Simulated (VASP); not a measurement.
# Ru (P6_3/mmc) in VASP: notebook

The runs below take Ru through single point, with PBEsol+D3(BJ).

All numbers are computed with VASP 6.6.1; they aren't measurements. Logs are shortened: lines on timing, memory, paths and dates and some standing lists are left out, and cuts for length are marked.

## (1) The cell of the first run

It takes space group P6_3/mmc (No. 194, hexagonal). Conventional cell: a = 2.690 Å, b = 2.690 Å, c = 4.250 Å, α = 90.00°, β = 90.00°, γ = 120.00°. Ru (site symmetry -6m2) has 12 Ru at 2.63 to 2.69 Å within 3.5 Å.

## (2) Single point, PBEsol+D3(BJ)

File INCAR:

```
PREC     = Accurate       # precision mode
ENCUT    = 500            # plane-wave cutoff, eV
EDIFF    = 1E-6           # SCF threshold, eV
ISMEAR   = 0              # smearing method
SIGMA    = 0.1            # smearing width, eV
LREAL    = F              # projectors in reciprocal space
LASPH    = T              # aspherical terms in the spheres
NELM     = 120            # most SCF steps
ALGO     = Normal         # electronic algorithm
ISIF     = 2              # what is computed and relaxed
LWAVE    = F              # write WAVECAR
LCHARG   = F              # write CHGCAR
GGA      = PS             # functional
IVDW     = 12             # dispersion correction
NBANDS   = 21             # bands
GGA_COMPAT= F
```

File KPOINTS:

```
regular mesh
0
Gamma
  9 9 4
```

File POSCAR:

```
Ru
1.0
    2.6900000000      0.0000000000      0.0000000000
   -1.3450000000      2.3296083000      0.0000000000
    0.0000000000      0.0000000000      4.2500000000
Ru
2
Direct
    0.3333333000      0.6666667000      0.2500000000
    0.6666667000      0.3333333000      0.7500000000
```

Potentials or basis: VASP PAW PBE potentials, release 64 (Ru_pv).

On the command line:

```sh
$ cat potpaw_PBE.64/Ru_pv/POTCAR > POTCAR
$ mpirun -np 1 vasp_std > vasp.out
```

OUTCAR:

```text
PREC = Accurate
   ENCUT = 500
   EDIFF = 1E-6
   ISMEAR = 0
   LREAL = F
   LASPH = T
   NELM = 120
   ISIF = 2
   GGA = PS
   IVDW = 12
 IVDW          = 12

 ion  position               nearest neighbor table
   1  0.333  0.667  0.250-   2 2.63   2 2.63   2 2.63   2 2.63   2 2.63   2 2.63
   2  0.667  0.333  0.750-   1 2.63   1 2.63   1 2.63   1 2.63   1 2.63   1 2.63

  LATTYP: Found a hexagonal cell.
 ALAT       =     2.6900000000
 C/A-ratio  =     1.5799256506

  Lattice vectors:

 A1 = (   2.6900000000,   0.0000000000,   0.0000000000)
 A2 = (  -1.3450000000,   2.3296083000,   0.0000000000)
 A3 = (   0.0000000000,   0.0000000000,   4.2500000000)

Analysis of symmetry for initial positions (statically):
=====================================================================
 Subroutine PRICEL returns:
 Original cell was already a primitive cell.

 Routine SETGRP: Setting up the symmetry group for a
 hexagonal supercell.

 Subroutine GETGRP returns: Found 24 space group operations
 (whereof 12 operations were pure point group operations)
 out of a pool of 24 trial point group operations.

The static configuration has the point symmetry D_3d.
 The point group associated with its full space group is D_6h.

Analysis of symmetry for dynamics (positions and initial velocities):
=====================================================================
 Subroutine PRICEL returns:
 Original cell was already a primitive cell.

 Routine SETGRP: Setting up the symmetry group for a
 hexagonal supercell.

 Subroutine GETGRP returns: Found 24 space group operations
 (whereof 12 operations were pure point group operations)
 out of a pool of 24 trial point group operations.

The dynamic configuration has the point symmetry D_3d.
 The point group associated with its full space group is D_6h.

 Subroutine INISYM returns: Found 24 space group operations
 (whereof 12 operations are pure point group operations),
 and found     1 'primitive' translations

----------------------------------------------------------------------------------------

                                     Primitive cell

  volume of cell :      26.6332

  direct lattice vectors                    reciprocal lattice vectors
     2.690000000  0.000000000  0.000000000     0.371747212  0.214628356  0.000000000
    -1.345000000  2.329608300  0.000000000     0.000000000  0.429256712  0.000000000
     0.000000000  0.000000000  4.250000000     0.000000000  0.000000000  0.235294118

  length of vectors
     2.690000000  2.689999969  4.250000000     0.429256707  0.429256712  0.235294118

  position of ions in fractional coordinates (direct lattice)
     0.333333300  0.666666700  0.250000000
     0.666666700  0.333333300  0.750000000

  ion indices of the primitive-cell ions
   primitive index   ion index
                 1           1
                 2           2

----------------------------------------------------------------------------------------

 KPOINTS: regular mesh

Automatic generation of k-mesh.
 Grid dimensions read from file:
 generate k-points for:    9    9    4

 Generating k-lattice:

  Cartesian coordinates                     Fractional coordinates (reciprocal lattice)
     0.041305246  0.023847595  0.000000000     0.111111111 -0.000000000  0.000000000
     0.000000000  0.047695190  0.000000000     0.000000000  0.111111111  0.000000000
     0.000000000  0.000000000  0.058823529     0.000000000  0.000000000  0.250000000

  Length of vectors
     0.047695190  0.047695190  0.058823529

  Shift w.r.t. Gamma in fractional coordinates (k-lattice)
     0.000000000  0.000000000  0.000000000

 Subroutine IBZKPT returns following result:
 ===========================================

 Found     36 irreducible k-points:

 Following reciprocal coordinates:
            Coordinates               Weight
  0.000000  0.000000  0.000000      1.000000
  0.111111 -0.000000  0.000000      6.000000
  0.222222 -0.000000  0.000000      6.000000
  0.333333 -0.000000  0.000000      6.000000
  0.444444 -0.000000  0.000000      6.000000
  0.111111  0.111111  0.000000      6.000000
[... 16 lines left out ...]
  0.333333  0.222222  0.250000     24.000000
  0.333333  0.333333  0.250000      4.000000
 [... further k-points ...]
   k-points           NKPTS =     36   k-points in BZ     NKDIM =     36   number of bands    NBANDS=     21
   number of dos      NEDOS =    301   number of ions     NIONS =      2
   total plane-waves  NPLWV =  12800
   dimension x,y,z NGX =    20 NGY =   20 NGZ =   32
   dimension x,y,z NGXF=    40 NGYF=   40 NGZF=   64
   ions per type =               2
   NGX,Y,Z   is equivalent  to a cutoff of  12.36, 12.36, 12.52 a.u.
   NGXF,Y,Z  is equivalent  to a cutoff of  24.72, 24.72, 25.03 a.u.
 SYSTEM =  unknown system
   PREC   = accura    normal or accurate (medium, high low for compatibility)
   ISTART =      0    job   : 0-new  1-cont  2-samecut
   ICHARG =      2    charge: 1-file 2-atom 10-const
   ISPIN  =      1    spin polarized calculation?
   LNONCOLLINEAR =      F non collinear calculations
   LSORBIT =      F    spin-orbit coupling
   LASPH  =      T    aspherical Exc in radial PAW
   ENCUT  =  500.0 eV  36.75 Ry    6.06 a.u.   4.90  4.90  7.75*2*pi/ulx,y,z
   NELM   =    120;   NELMIN=  2; NELMDL= -5     # of ELM steps
   EDIFF  = 0.1E-05   stopping-criterion for ELM
   LREAL  =      F    real-space projection
   EDIFFG = 0.1E-04   stopping-criterion for IOM
   NSW    =      0    number of steps for IOM
   IBRION =     -1    ionic relax: 0-MD 1-quasi-New 2-CG
   NFREE  =      0    steps in history (QN), initial steepest desc. (CG)
   ISIF   =      2    stress and relaxation
   ISYM   =      2    0-nonsym 1-usesym 2-fastsym
   POTIM  = 0.5000    time-step for ionic-motion
   TEBEG  =    0.0;   TEEND  =   0.0 temperature during run
   PSTRESS=    0.0 pullay stress
   NELECT =      28.0000    total number of electrons
   NUPDOWN=      -1.0000    fix difference up-down
   EMIN   =  10.00;   EMAX   =-10.00  energy-range for DOS
   EFERMI =   0.00;   METHOD = LEGACY
   ISMEAR =     0;   SIGMA  =   0.10  broadening in eV -4-tet -1-fermi 0-gaus
   EFERMI_NEDOS =   21; number of points for ismear=-14 and -15
   IALGO  =     38    algorithm
   IMIX   =      4    mixing-type and parameters
     AMIX     =   0.40;   BMIX     =  1.00
     AMIX_MAG =   1.60;   BMIX_MAG =  1.00
  volume/ion in A,a.u.               =      13.32        89.87
  Fermi-wavevector in a.u.,A,eV,Ry     =   1.664637  3.145707 37.701953  2.771015
  Thomas-Fermi vector in A             =   2.751146
   LORBIT       =      0    0 simple, 1 ext, 2 COOP (PROOUT), +10 PAW based schemes
   GGA     = PS    functional components
   LHFCALC =     F    Hartree Fock is set to
   AEXX    =    0.0000 exact exchange contribution
   IVDW    =    12    specifies the selected vdW correction
   LEPSILON=     F    determine dielectric tensor
   LRPA    =     F    only Hartree local field effects (RPA)
 non-spin polarized calculation
 Gauss-broadening in eV      SIGMA  =   0.10
  energy-cutoff  :      500.00
  volume of cell :       26.63
 maximum number of plane-waves:       699
 NGX is ok and might be reduce to    20
   NGX =  9   NGY =  9   NGZ = 15

 number of electron      27.9999997 magnetization

 Free energy of the ion-electron system (eV)
  ---------------------------------------------------
  ext. energy  EPLUGINS =         0.00000000
  ---------------------------------------------------
  free energy    TOTEN  =       -20.33531743 eV

  energy without entropy =      -20.32444716  energy(sigma->0) =      -20.32988229

 E-fermi :  13.2365     XC(G=0): -14.4013

 val. band max:       13.1023140710   @ k =   0.3333  -0.0000   0.2500
 cond. band min:      13.2410648442   @ k =   0.3333   0.3333   0.2500
 fundamental gap:      0.1387507732
 Fermi energy:        13.2365134959

 k-point     1 :       0.0000    0.0000    0.0000
  band No.  band energies     occupation
      1     -30.6355      2.00000
      2     -29.6209      2.00000
      3     -29.6209      2.00000
      4     -29.4378      2.00000
      5     -29.4378      2.00000
      6     -29.4061      2.00000
[... 13 lines left out ...]
     20      23.3062      0.00000
     21      23.6331      0.00000

 k-point     2 :       0.1111   -0.0000    0.0000
  band No.  band energies     occupation
      1     -30.5909      2.00000
      2     -29.7146      2.00000
      3     -29.6524      2.00000
      4     -29.5351      2.00000
      5     -29.4506      2.00000
      6     -29.4272      2.00000
[... 13 lines left out ...]
     20      23.3062      0.00000
     21      23.5679      0.00000

 k-point     3 :       0.2222   -0.0000    0.0000
  band No.  band energies     occupation
      1     -30.4678      2.00000
      2     -29.9518      2.00000
      3     -29.7729      2.00000
      4     -29.7282      2.00000
      5     -29.4906      2.00000
      6     -29.4862      2.00000
[... 13 lines left out ...]
     20      23.3059      0.00000
     21      23.4048      0.00000

 k-point     4 :       0.3333   -0.0000    0.0000
  band No.  band energies     occupation
      1     -30.2982      2.00000
      2     -30.2210      2.00000
      3     -30.0299      2.00000
      4     -29.8099      2.00000
      5     -29.5919      2.00000
      6     -29.5300      2.00000
[... 13 lines left out ...]
     20      23.3046      0.00000
     21      23.3184      0.00000

 k-point     5 :       0.4444   -0.0000    0.0000
  band No.  band energies     occupation
      1     -30.3957      2.00000
      2     -30.1911      2.00000
      3     -30.1460      2.00000
      4     -29.8614      2.00000
      5     -29.6991      2.00000
      6     -29.5597      2.00000
[... 13 lines left out ...]
     20      23.3042      0.00000
     21      24.0887      0.00000
[... 382 lines left out ...]
     20      23.2989      0.00000
     21      24.1452      0.00000

 k-point    22 :       0.2222    0.2222    0.2500
  band No.  band energies     occupation
      1     -30.3582      2.00000
      2     -30.2446      2.00000
      3     -29.9216      2.00000
      4     -29.9127      2.00000
      5     -29.7116      2.00000
      6     -29.5894      2.00000
[... 13 lines left out ...]
     20      23.3044      0.00000
     21      25.1732      0.00000

 k-point    23 :       0.3333    0.2222    0.2500
  band No.  band energies     occupation
      1     -30.3801      2.00000
      2     -30.2846      2.00000
      3     -30.0706      2.00000
      4     -29.8680      2.00000
      5     -29.7768      2.00000
      6     -29.6451      2.00000
[... 13 lines left out ...]
     20      23.3009      0.00000
     21      23.8384      0.00000

 k-point    24 :       0.3333    0.3333    0.2500
  band No.  band energies     occupation
      1     -30.2681      2.00000
      2     -30.2681      2.00000
      3     -30.2176      2.00000
      4     -29.9392      2.00000
      5     -29.7179      2.00000
      6     -29.7179      2.00000
[... 13 lines left out ...]
     20      23.3052      0.00000
     21      23.3052      0.00000

 [... further k-points ...]

------------------------ aborting loop because EDIFF is reached ----------------------------------------

 Edisp (eV)   -1.21175

 E8    (eV) :    -0.8248

  FORCE on cell =-STRESS in cart. coord.  units (eV):
  Direction    XX          YY          ZZ          XY          YZ          ZX
  --------------------------------------------------------------------------------------
  -------------------------------------------------------------------------------------
  Total      -1.07721    -1.07721    -1.39707     0.00000     0.00000     0.00000
  in kB     -64.80164   -64.80163   -84.04363     0.00000     0.00000     0.00000
  external pressure =      -71.22 kB  Pullay stress =        0.00 kB

 VOLUME and BASIS-vectors are now :
 -----------------------------------------------------------------------------
  energy-cutoff  :      500.00
  volume of cell :       26.63
      direct lattice vectors                 reciprocal lattice vectors
     2.690000000  0.000000000  0.000000000     0.371747212  0.214628356  0.000000000
    -1.345000000  2.329608300  0.000000000     0.000000000  0.429256712  0.000000000
     0.000000000  0.000000000  4.250000000     0.000000000  0.000000000  0.235294118

 POSITION                                       TOTAL-FORCE (eV/Angst)
 -----------------------------------------------------------------------------------
     -0.00000      1.55307      1.06250        -0.000000      0.000000      0.000000
      1.34500      0.77654      3.18750         0.000000      0.000000      0.000000
 -----------------------------------------------------------------------------------
    total drift:                               -0.000043      0.000025     -0.000004

  FREE ENERGIE OF THE ION-ELECTRON SYSTEM (eV)
  ---------------------------------------------------
  free  energy   TOTEN  =       -21.5470660605 eV

  energy  without entropy=      -21.5361957904  energy(sigma->0) =      -21.54163093
```

It took 31 s on 1 thread of Intel Xeon 8259CL, shared host; peak memory 0.12 GiB.

What came out:

- Free energy: -21.5471 eV
- Pressure: -7.1 GPa
- Band gap on the k mesh: zero (bands 14 and 15 overlap by 3.15 eV)
- Dispersion energy per atom: -0.606 eV

Levels at points of the mesh, in eV from the Fermi level:
| k point | band 12 | band 13 | band 14 | band 15 | band 16 | band 17 |
| --- | --- | --- | --- | --- | --- | --- |
| (0.00, 0.00, 0.00) | -2.15 | -2.15 | -1.63 | -1.63 | 1.04 | 1.04 |
| (0.00, 0.00, 0.50) | -3.04 | -2.98 | -2.98 | 0.39 | 0.39 | 0.39 |

Caveat: the k points lie up to 0.37 Å⁻¹ apart, too coarse for converged energies and pressures of a metal; the PAW data sets were made with another functional, which shifts forces and pressure a little.

## (3) Single point, PBEsol+D3(BJ)

This run uses another cell than the first one, of 13.04 Å³/atom.

File INCAR:

```
PREC = Accurate ; ENCUT = 500
EDIFF = 1E-6 ; ISMEAR = 0
SIGMA = 0.1 ; LREAL = False
LASPH = True ; NELM = 120
ALGO = Normal ; ISIF = 2
LWAVE = False ; LCHARG = True
GGA = PS ; IVDW = 12
LELF = True ; LVHAR = True
NBANDS = 21 ; GGA_COMPAT = False
```

File KPOINTS:

```
Automatic mesh
0
Gamma
  18 18 10
```

File POSCAR:

```
Ru
1.0
    2.6700650939      0.0000000000      0.0000000000
   -1.3350325469      2.3123442010      0.0000000000
    0.0000000000      0.0000000000      4.2254300883
Ru
2
Direct
    0.3333333333      0.6666666667      0.2500000000
    0.6666666667      0.3333333333      0.7500000000
```

Potentials or basis: VASP PAW PBE potentials, release 64 (Ru_pv).

On the command line:

```sh
$ cat potpaw_PBE.64/Ru_pv/POTCAR > POTCAR
$ mpirun -np 1 vasp_std > vasp.out
```

Run time: 2 min. Hardware: 1 thread of Intel Xeon 8259CL, shared host; peak memory 0.19 GiB.

It converged, with:

* Free energy: -21.5692 eV
* Pressure: 0.0 GPa
* Band gap on the k mesh: zero (bands 14 and 15 overlap by 3.33 eV)
* Dispersion energy per atom: -0.619 eV

Levels at points of the mesh, in eV from the Fermi level:
| k point | band 12 | band 13 | band 14 | band 15 | band 16 | band 17 |
| --- | --- | --- | --- | --- | --- | --- |
| (0.00, 0.00, 0.00) | -2.03 | -2.03 | -1.47 | -1.47 | 1.28 | 1.28 |
| (0.50, 0.00, 0.00) | -1.89 | -1.60 | 1.55 | 2.00 | 2.08 | 4.29 |
| (0.00, 0.00, 0.50) | -2.93 | -2.86 | -2.86 | 0.60 | 0.60 | 0.60 |
| (0.50, 0.00, 0.50) | -1.12 | 0.47 | 0.47 | 1.82 | 1.82 | 3.54 |

Caveat: the PAW data sets were made with another functional, which shifts forces and pressure a little.

The gap in the log of VASP goes by the Fermi energy; the results here count the filled bands.